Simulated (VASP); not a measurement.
Set up this calculation in VASP 6.6.1, as the native input.

| Property | Result |
| --- | --- |
| Task | single point |
| Functional | PBE |
| Potentials or basis | VASP PAW PBE potentials, release 64 (Zn) |
| Cutoff | 520 eV |
| k mesh | 24 × 24 × 24 |
| Occupations | fermi-dirac, width 0.0612256 eV |
| Spin | no spin polarisation |
| Dipole correction | no |
| Further INCAR settings | ALGO = Normal; EDIFF = 1e-07; NBANDS = 12 |

The structure of Zn lies in POSCAR:

```
Zn
1.0
    0.0000000000      1.9640518452      1.9640518452
    1.9640518452      0.0000000000      1.9640518452
    1.9640518452      1.9640518452      0.0000000000
Zn
1
Direct
    0.0000000000      0.0000000000      0.0000000000
```

These files were run (other wordings do the same):

INCAR

```
ALGO     = Normal         # electronic algorithm
EDIFF    = 1E-7           # SCF threshold, eV
ENCUT    = 520            # plane-wave cutoff, eV
GGA      = PE             # functional
ISIF     = 2              # what is computed and relaxed
ISMEAR   = -1             # smearing method
LASPH    = True           # aspherical terms in the spheres
LCHARG   = False          # write CHGCAR
LREAL    = False          # projectors in reciprocal space
LWAVE    = False          # write WAVECAR
NBANDS   = 12             # bands
NELM     = 80             # most SCF steps
PREC     = Accurate       # precision mode
SIGMA    = 0.06122561905347299 # smearing width, eV
```

KPOINTS

```
k-points
0
Gamma
  24 24 24
```

Potentials or basis: VASP PAW PBE potentials, release 64 (Zn).

Run with:

```console
$ cat potpaw_PBE.64/Zn/POTCAR > POTCAR
$ mpirun -np 1 vasp_std > vasp.out
```

It gave:

```
Pressure               : 0.4 GPa
Band gap on the k mesh : zero (band 6 reaches 5.34 eV, above the bottom of band 7 at 1.71 eV)
```

Wall time 73 s on 1 thread of Intel Xeon 8259CL, with other jobs on the host, peak memory 0.2 GiB.
